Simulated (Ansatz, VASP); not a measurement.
**Two plane-wave programs on ZrB2**

INCAR

```
SYSTEM = ZrB2
PREC     = Accurate       ! precision mode
ENCUT    = 520            ! plane-wave cutoff, eV
EDIFF    = 1E-7           ! SCF threshold, eV
ISMEAR   = 0              ! smearing method
SIGMA    = 0.15           ! smearing width, eV
LREAL    = .False.        ! projectors in reciprocal space
LASPH    = .True.         ! aspherical terms in the spheres
NELM     = 100            ! most SCF steps
ALGO     = Normal         ! electronic algorithm
ISIF     = 2              ! what is computed and relaxed
LWAVE    = .False.        ! write WAVECAR
LCHARG   = .False.        ! write CHGCAR
GGA      = CA             ! functional
NBANDS   = 16             ! bands
```

KPOINTS

```
regular mesh
0
Gamma
  18 18 12
  0 0 0
```

Contents of POSCAR:

```
ZrB2
1.0
    3.2177779388      0.0000000000      0.0000000000
   -1.6088889694      2.7866774387      0.0000000000
    0.0000000000      0.0000000000      3.1743379366
Zr B
1 2
Direct
    0.0000000000      0.0000000000      0.0000000000
    0.3333333333      0.6666666667      0.5000000000
    0.6666666667      0.3333333333      0.5000000000
```

Input for Ansatz:

```yaml
crystal:
  lattice:
    - [3.2177779388, 0.0, 0.0]
    - [-1.6088889694, 2.7866774387, 0.0]
    - [0.0, 0.0, 3.1743379366]
  atoms:
    - { symbol: Zr, position: [0.0, 0.0, 0.0] }
    - { symbol: B, position: [0.3333333333, 0.6666666667, 0.5] }
    - { symbol: B, position: [0.6666666667, 0.3333333333, 0.5] }
basis:
  ecutwfc: 520.0
kpoints:
  mp_grid: { grid: [18, 18, 12] }
hamiltonian:
  xc: lda
  pseudopotentials: { kind: paw }
scf:
  occupations: { method: gaussian, width: 0.15 }
output:
  forces: true
  stress: true
  eigenvalues: true
```

Alike in both runs: task single point; functional LDA; k mesh 18 × 18 × 12; occupations gaussian, width 0.15 eV; no spin polarisation.

```csv
,VASP,Ansatz
version,VASP 6.6.1,Ansatz 0.2.0
potentials or method,"VASP PAW LDA potentials, release 64 (Zr_sv, B), cutoff 520 eV","scalar-relativistic, plane waves, PAW"
valence electrons in the cell,18,18
```

VASP gave:

* gap on the k mesh at the Fermi level (eV): none
* pressure (GPa): 12.0
* traceless stress, the component that is largest in VASP (GPa): 28.46

**Question.** Estimate Ansatz's values.

**Answer.** gap on the k mesh at the Fermi level (eV): none; pressure (GPa): 11.4; traceless stress, the component that is largest in VASP (GPa): 28.44.

LDA's correlation is that of Perdew and Zunger in VASP and of Perdew and Wang (1992) in Ansatz. A gap of «none» marks a metal or a gap that the smearing closes.
